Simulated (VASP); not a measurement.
Input of a VASP 6.6.1 run:

Contents of INCAR:

```
SYSTEM = Al
ALGO = Normal
EDIFF = 1E-6
ENCUT = 520
GGA = PE
ISIF = 2
ISMEAR = 0
IVDW = 12
LASPH = .TRUE.
LCHARG = .FALSE.
LREAL = .FALSE.
LWAVE = .FALSE.
NBANDS = 14
NELM = 80
PREC = Accurate
SIGMA = 0.15
```

File KPOINTS:

```
k-points
0
G
  18 18 4
  0 0 0
```

File POSCAR:

```
Al
1.0
    2.8144222650      0.0000000000      0.0000000000
   -1.4072111325      2.4373611785      0.0000000000
    0.0000000000      0.0000000000      9.2410470710
Al
4
Direct
    0.0000000000      0.0000000000      0.0000000000
    0.3333333333      0.6666666667      0.2045506048
    0.0000000000      0.0000000000      0.5000000000
    0.6666666667      0.3333333333      0.7500000000
```

Potentials or basis: VASP PAW PBE potentials, release 64 (Al).

Run with:

```sh
$ cat potpaw_PBE.64/Al/POTCAR > POTCAR
$ mpirun -np 1 vasp_std > vasp.out
```

Q: What does it give for the largest force?

A: 2.889 eV/Å.

Q: Estimate the dispersion energy per atom.

A: -0.351 eV.

Forces on the atoms (eV/Å):
```
Al   0.000  0.000 -2.294
Al   0.000  0.000  2.889
Al   0.000  0.000 -0.625
Al   0.000  0.000  0.030
```

Caveat: the cell differs from its parent crystal (atom 2 (Al) moved by +0.000 Å along [1 2 0] and -0.420 Å along [0 0 1]); forces of over 1 eV/Å act on the atoms, so gaps and moduli don't describe the material at rest.
